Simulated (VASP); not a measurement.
# CoSn (P6/mmm) in VASP: further runs

The runs below take CoSn through single point, with PBEsol.

All numbers are computed with VASP 6.6.1; they aren't measurements. Logs are shortened: lines on timing, memory, paths and dates and some standing lists are left out, and cuts for length are marked.

### 1 The cell of the first run

Symmetry: P6/mmm, No. 191, hexagonal system. Conventional cell: a = 5.220 Å, b = 5.220 Å, c = 4.168 Å, α = 90.00°, β = 90.00°, γ = 120.00°. Within 3.4 Å of Co (site symmetry mmm) lie 6 Sn at 2.57 to 2.61 Å and 4 Co at 2.61 Å. Within 3.4 Å of Sn (site symmetry -6m2) lie 6 Co at 2.57 Å and 3 Sn at 3.01 Å. Within 3.4 Å of Sn (site symmetry 6/mmm) lie 6 Co at 2.61 Å.

### 2 Single point, PBEsol

File INCAR:

```
  PREC = Accurate
  ENCUT = 520
  EDIFF = 1E-7
  ISMEAR = 0
  SIGMA = 0.1
  LREAL = F
  LASPH = T
  NELM = 100
  ALGO = Fast
  ISIF = 2
  LWAVE = F
  LCHARG = F
  GGA = PS
  NBANDS = 44
```

File KPOINTS:

```
regular mesh
0
Gamma
  12 12 8
```

File POSCAR:

```
CoSn
1.0
    5.2197158249      0.0000000000      0.0000000000
   -2.6098579124      4.5204065049      0.0000000000
    0.0000000000      0.0000000000      4.1684718843
Co Sn
3 3
Direct
    0.0000000000      0.5000000000      0.0000000000
    0.5000000000      0.5000000000      0.0000000000
    0.5000000000      0.0000000000      0.0000000000
    0.6666666667      0.3333333333      0.5000000000
    0.3333333333      0.6666666667      0.5000000000
    0.0000000000      0.0000000000      0.0000000000
```

Potentials or basis: VASP PAW PBE potentials, release 64 (Co, Sn_d).

Launch:

```
> cat potpaw_PBE.64/Co/POTCAR potpaw_PBE.64/Sn_d/POTCAR > POTCAR
> mpirun -np 1 vasp_std > vasp.out
```

OUTCAR:

```text
PREC = Accurate
   ENCUT = 520
   EDIFF = 1E-7
   ISMEAR = 0
   LREAL = F
   LASPH = T
   NELM = 100
   ISIF = 2
   GGA = PS

 ion  position               nearest neighbor table
   1  0.000  0.500  0.000-   4 2.57   5 2.57   4 2.57   5 2.57   6 2.61   6 2.61   2 2.61   2 2.61
                             3 2.61   3 2.61
   2  0.500  0.500  0.000-   4 2.57   5 2.57   4 2.57   5 2.57   3 2.61   3 2.61   1 2.61   1 2.61
                             6 2.61   6 2.61
   3  0.500  0.000  0.000-   4 2.57   5 2.57   4 2.57   5 2.57   2 2.61   2 2.61   6 2.61   6 2.61
                             1 2.61   1 2.61
   4  0.667  0.333  0.500-   3 2.57   3 2.57   1 2.57   1 2.57   2 2.57   2 2.57   5 3.01   5 3.01
                             5 3.01   6 3.66   6 3.66   6 3.66   6 3.66   6 3.66   6 3.66
   5  0.333  0.667  0.500-   3 2.57   3 2.57   1 2.57   1 2.57   2 2.57   2 2.57   4 3.01   4 3.01
                             4 3.01   6 3.66   6 3.66   6 3.66   6 3.66   6 3.66   6 3.66
   6  0.000  0.000  0.000-   1 2.61   1 2.61   3 2.61   3 2.61   2 2.61   2 2.61   5 3.66   4 3.66
                             5 3.66   4 3.66   4 3.66   4 3.66   5 3.66   5 3.66   4 3.66   5 3.66

  LATTYP: Found a hexagonal cell.
 ALAT       =     5.2197158249
 C/A-ratio  =     0.7986013078

  Lattice vectors:

 A1 = (   5.2197158249,   0.0000000000,   0.0000000000)
 A2 = (  -2.6098579124,   4.5204065049,   0.0000000000)
 A3 = (   0.0000000000,   0.0000000000,   4.1684718843)

Analysis of symmetry for initial positions (statically):
=====================================================================
 Subroutine PRICEL returns:
 Original cell was already a primitive cell.

 Routine SETGRP: Setting up the symmetry group for a
 hexagonal supercell.

 Subroutine GETGRP returns: Found 24 space group operations
 (whereof 24 operations were pure point group operations)
 out of a pool of 24 trial point group operations.

The static configuration has the point symmetry D_6h.

Analysis of symmetry for dynamics (positions and initial velocities):
=====================================================================
 Subroutine PRICEL returns:
 Original cell was already a primitive cell.

 Routine SETGRP: Setting up the symmetry group for a
 hexagonal supercell.

 Subroutine GETGRP returns: Found 24 space group operations
 (whereof 24 operations were pure point group operations)
 out of a pool of 24 trial point group operations.

The dynamic configuration has the point symmetry D_6h.

 Subroutine INISYM returns: Found 24 space group operations
 (whereof 24 operations are pure point group operations),
 and found     1 'primitive' translations

----------------------------------------------------------------------------------------

                                     Primitive cell

  volume of cell :      98.3561

  direct lattice vectors                    reciprocal lattice vectors
     5.219715825  0.000000000  0.000000000     0.191581311  0.110609521  0.000000000
    -2.609857912  4.520406505  0.000000000     0.000000000  0.221219043  0.000000000
     0.000000000  0.000000000  4.168471884     0.000000000  0.000000000  0.239896064

  length of vectors
     5.219715825  5.219715825  4.168471884     0.221219043  0.221219043  0.239896064

  position of ions in fractional coordinates (direct lattice)
     0.000000000  0.500000000  0.000000000
     0.500000000  0.500000000  0.000000000
     0.500000000  0.000000000  0.000000000
     0.666666667  0.333333333  0.500000000
     0.333333333  0.666666667  0.500000000
     0.000000000  0.000000000  0.000000000

  ion indices of the primitive-cell ions
   primitive index   ion index
                 1           1
                 2           2
                 3           3
                 4           4
                 5           5
                 6           6

----------------------------------------------------------------------------------------

 KPOINTS: regular mesh

Automatic generation of k-mesh.
 Grid dimensions read from file:
 generate k-points for:   12   12    8

 Generating k-lattice:

  Cartesian coordinates                     Fractional coordinates (reciprocal lattice)
     0.015965109  0.009217460  0.000000000     0.083333333  0.000000000  0.000000000
     0.000000000  0.018434920  0.000000000     0.000000000  0.083333333  0.000000000
     0.000000000  0.000000000  0.029987008     0.000000000  0.000000000  0.125000000

  Length of vectors
     0.018434920  0.018434920  0.029987008

  Shift w.r.t. Gamma in fractional coordinates (k-lattice)
     0.000000000  0.000000000  0.000000000

 Subroutine IBZKPT returns following result:
 ===========================================

 Found     95 irreducible k-points:

 Following reciprocal coordinates:
            Coordinates               Weight
  0.000000  0.000000  0.000000      1.000000
  0.083333  0.000000  0.000000      6.000000
  0.166667 -0.000000  0.000000      6.000000
  0.250000 -0.000000  0.000000      6.000000
  0.333333 -0.000000  0.000000      6.000000
  0.416667 -0.000000  0.000000      6.000000
[... 16 lines left out ...]
  0.250000 -0.000000  0.125000     12.000000
  0.333333 -0.000000  0.125000     12.000000
 [... further k-points ...]
   k-points           NKPTS =     95   k-points in BZ     NKDIM =     95   number of bands    NBANDS=     44
   number of dos      NEDOS =    301   number of ions     NIONS =      6
   total plane-waves  NPLWV =  51200
   dimension x,y,z NGX =    40 NGY =   40 NGZ =   32
   dimension x,y,z NGXF=    80 NGYF=   80 NGZF=   64
   ions per type =               3   3
   NGX,Y,Z   is equivalent  to a cutoff of  12.74, 12.74, 12.76 a.u.
   NGXF,Y,Z  is equivalent  to a cutoff of  25.48, 25.48, 25.52 a.u.
 SYSTEM =  unknown system
   PREC   = accura    normal or accurate (medium, high low for compatibility)
   ISTART =      0    job   : 0-new  1-cont  2-samecut
   ICHARG =      2    charge: 1-file 2-atom 10-const
   ISPIN  =      1    spin polarized calculation?
   LNONCOLLINEAR =      F non collinear calculations
   LSORBIT =      F    spin-orbit coupling
   LASPH  =      T    aspherical Exc in radial PAW
   ENCUT  =  520.0 eV  38.22 Ry    6.18 a.u.   9.71  9.71  7.75*2*pi/ulx,y,z
   NELM   =    100;   NELMIN=  2; NELMDL= -5     # of ELM steps
   EDIFF  = 0.1E-06   stopping-criterion for ELM
   LREAL  =      F    real-space projection
   EDIFFG = 0.1E-05   stopping-criterion for IOM
   NSW    =      0    number of steps for IOM
   IBRION =     -1    ionic relax: 0-MD 1-quasi-New 2-CG
   NFREE  =      0    steps in history (QN), initial steepest desc. (CG)
   ISIF   =      2    stress and relaxation
   ISYM   =      2    0-nonsym 1-usesym 2-fastsym
   POTIM  = 0.5000    time-step for ionic-motion
   TEBEG  =    0.0;   TEEND  =   0.0 temperature during run
   PSTRESS=    0.0 pullay stress
   NELECT =      69.0000    total number of electrons
   NUPDOWN=      -1.0000    fix difference up-down
   EMIN   =  10.00;   EMAX   =-10.00  energy-range for DOS
   EFERMI =   0.00;   METHOD = LEGACY
   ISMEAR =     0;   SIGMA  =   0.10  broadening in eV -4-tet -1-fermi 0-gaus
   EFERMI_NEDOS =   21; number of points for ismear=-14 and -15
   IALGO  =     68    algorithm
   IMIX   =      4    mixing-type and parameters
     AMIX     =   0.40;   BMIX     =  1.00
     AMIX_MAG =   1.60;   BMIX_MAG =  1.00
  volume/ion in A,a.u.               =      16.39       110.62
  Fermi-wavevector in a.u.,A,eV,Ry     =   1.454646  2.748883 28.789877  2.115996
  Thomas-Fermi vector in A             =   2.571773
   LORBIT       =      0    0 simple, 1 ext, 2 COOP (PROOUT), +10 PAW based schemes
   GGA     = PS    functional components
   LHFCALC =     F    Hartree Fock is set to
   AEXX    =    0.0000 exact exchange contribution
   IVDW    =     0    specifies the selected vdW correction
   LEPSILON=     F    determine dielectric tensor
   LRPA    =     F    only Hartree local field effects (RPA)
 non-spin polarized calculation
 RMM-DIIS sequential band-by-band and
 Gauss-broadening in eV      SIGMA  =   0.10
  energy-cutoff  :      520.00
  volume of cell :       98.36
 maximum number of plane-waves:      2674
 NGX is ok and might be reduce to    40
   NGX = 19   NGY = 19   NGZ = 15

 number of electron      68.9999995 magnetization

 Free energy of the ion-electron system (eV)
  ---------------------------------------------------
  ext. energy  EPLUGINS =         0.00000000
  ---------------------------------------------------
  free energy    TOTEN  =       -36.98107764 eV

  energy without entropy =      -36.96883650  energy(sigma->0) =      -36.97495707

 E-fermi :  10.1802     XC(G=0): -12.0951

 val. band max:       10.1678820600   @ k =   0.3333  -0.0000   0.1250
 cond. band min:      10.1949069332   @ k =   0.0833   0.0833   0.5000
 fundamental gap:      0.0270248731
 Fermi energy:        10.1801522216

 k-point     1 :       0.0000    0.0000    0.0000
  band No.  band energies     occupation
      1     -11.2012      2.00000
      2     -11.0863      2.00000
      3     -11.0863      2.00000
      4     -11.0858      2.00000
      5     -11.0858      2.00000
      6     -10.9992      2.00000
[... 36 lines left out ...]
     43      16.3380      0.00000
     44      16.9066      0.00000

 k-point     2 :       0.0833    0.0000    0.0000
  band No.  band energies     occupation
      1     -11.2004      2.00000
      2     -11.0931      2.00000
      3     -11.0902      2.00000
      4     -11.0869      2.00000
      5     -11.0861      2.00000
      6     -11.0052      2.00000
[... 36 lines left out ...]
     43      16.1748      0.00000
     44      16.2031      0.00000

 k-point     3 :       0.1667   -0.0000    0.0000
  band No.  band energies     occupation
      1     -11.1984      2.00000
      2     -11.1090      2.00000
      3     -11.1010      2.00000
      4     -11.0898      2.00000
      5     -11.0863      2.00000
      6     -11.0133      2.00000
[... 976 lines left out ...]
     43      15.1177      0.00000
     44      17.0260      0.00000

 k-point    24 :       0.3333   -0.0000    0.1250
  band No.  band energies     occupation
      1     -11.1909      2.00000
      2     -11.1444      2.00000
      3     -11.1301      2.00000
      4     -11.0926      2.00000
      5     -11.0807      2.00000
      6     -11.0159      2.00000
[... 36 lines left out ...]
     43      15.1287      0.00000
     44      16.9473      0.00000

 [... further k-points ...]
[... 5 lines left out ...]
  --------------------------------------------------------------------------------------
  -------------------------------------------------------------------------------------
  Total       -0.0296894     -0.0296894     -0.0894137     -0.0000000      0.0000000     -0.0000000
  in kB       -0.4836274     -0.4836274     -1.4565093     -0.0000000      0.0000000     -0.0000000
  external PRESSURE =      -0.8079214 kB  Pullay stress =       0.0000000 kB

 VOLUME and BASIS-vectors are now :
 -----------------------------------------------------------------------------
  energy-cutoff  :      520.00
  volume of cell :       98.36
      direct lattice vectors                 reciprocal lattice vectors
     5.219715825  0.000000000  0.000000000     0.191581311  0.110609521  0.000000000
    -2.609857912  4.520406505  0.000000000     0.000000000  0.221219043  0.000000000
     0.000000000  0.000000000  4.168471884     0.000000000  0.000000000  0.239896064

 POSITION                                       TOTAL-FORCE (eV/Angst)
 -----------------------------------------------------------------------------------
     -1.30493      2.26020      0.00000        -0.000000      0.000000      0.000000
      1.30493      2.26020      0.00000        -0.000000      0.000000      0.000000
      2.60986      0.00000      0.00000        -0.000000      0.000000      0.000000
      2.60986      1.50680      2.08424         0.000000     -0.000000      0.000000
     -0.00000      3.01360      2.08424        -0.000000      0.000000      0.000000
      0.00000      0.00000      0.00000        -0.000000      0.000000      0.000000
 -----------------------------------------------------------------------------------
    total drift:                               -0.000000      0.000000     -0.000000

  FREE ENERGIE OF THE ION-ELECTRON SYSTEM (eV)
  ---------------------------------------------------
  free  energy   TOTEN  =       -36.9810776391 eV

  energy  without entropy=      -36.9688365027  energy(sigma->0) =      -36.97495707
```

Wall time 7.8 min (1 thread of Intel Xeon 6975P-C, shared host); peak memory 0.45 GiB.

What came out:

```
Free energy : -36.9811 eV
Pressure    : -0.1 GPa
```

Stress tensor (GPa, compression positive):
```
-0.05  0.00  0.00
 0.00 -0.05  0.00
 0.00  0.00 -0.15
```

Levels at points of the mesh, in eV from the Fermi level:
```csv
k point,band 32,band 33,band 34,band 35,band 36,band 37
"(0.00, 0.00, 0.00)",-0.43,-0.40,-0.40,0.54,0.69,1.44
"(0.50, 0.00, 0.00)",-0.42,-0.41,0.76,1.06,1.78,1.87
"(0.00, 0.00, 0.50)",-0.50,-0.49,-0.49,-0.39,-0.39,-0.18
"(0.50, 0.00, 0.50)",-0.70,-0.50,-0.43,-0.40,-0.11,0.45
```

Caveat: the PAW data sets were made with another functional, which shifts forces and pressure a little; spin-orbit coupling is left out, which moves the levels of the heavy elements.

(Continued in part 2 of 2.)
